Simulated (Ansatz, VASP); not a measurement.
One calculation of Si, two programs

```
Si
1.0
     0.00000    5.43000    5.43000
     5.43000    0.00000    5.43000
     5.43000    5.43000    0.00000
Si
17
Direct
  0.00016 0.99964 0.99928
  0.12265 0.12252 0.12245
  0.99696 0.99698 0.50265
  0.12308 0.12302 0.63070
  0.99691 0.50277 0.99695
  0.12296 0.63108 0.12285
  0.99704 0.50305 0.50289
  0.12616 0.62458 0.62452
  0.50297 0.99684 0.99686
  0.63160 0.12273 0.12267
  0.50318 0.99705 0.50277
  0.62459 0.12626 0.62443
  0.50310 0.50286 0.99705
  0.62454 0.62444 0.12633
  0.49998 0.50004 0.50009
  0.62470 0.62466 0.62462
  0.25014 0.24965 0.24931
```

Alike in both runs: functional PBE; dispersion D3(BJ); k mesh 2 × 2 × 2; occupations gaussian, width 0.02 eV; no spin polarisation.

Ansatz relaxed the structure, and its values are those at the end. VASP's run is a single point on that final structure, the one shown.

|  | VASP | Ansatz |
| --- | --- | --- |
| version | VASP 6.6.1 | Ansatz 0.2.0 |
| potentials or method | VASP PAW PBE potentials, release 64 (Si), cutoff 520 eV | scalar-relativistic, plane waves, PAW |
| valence electrons in the cell | 68 | 68 |

Ansatz gave:

| Item | Value |
| --- | --- |
| rms of the force components (eV/Å) | 0.007 |

What did VASP give for the same quantities?

rms of the force components (eV/Å): 0.006.

The k mesh is coarse, so the values compare programs but aren't converged.
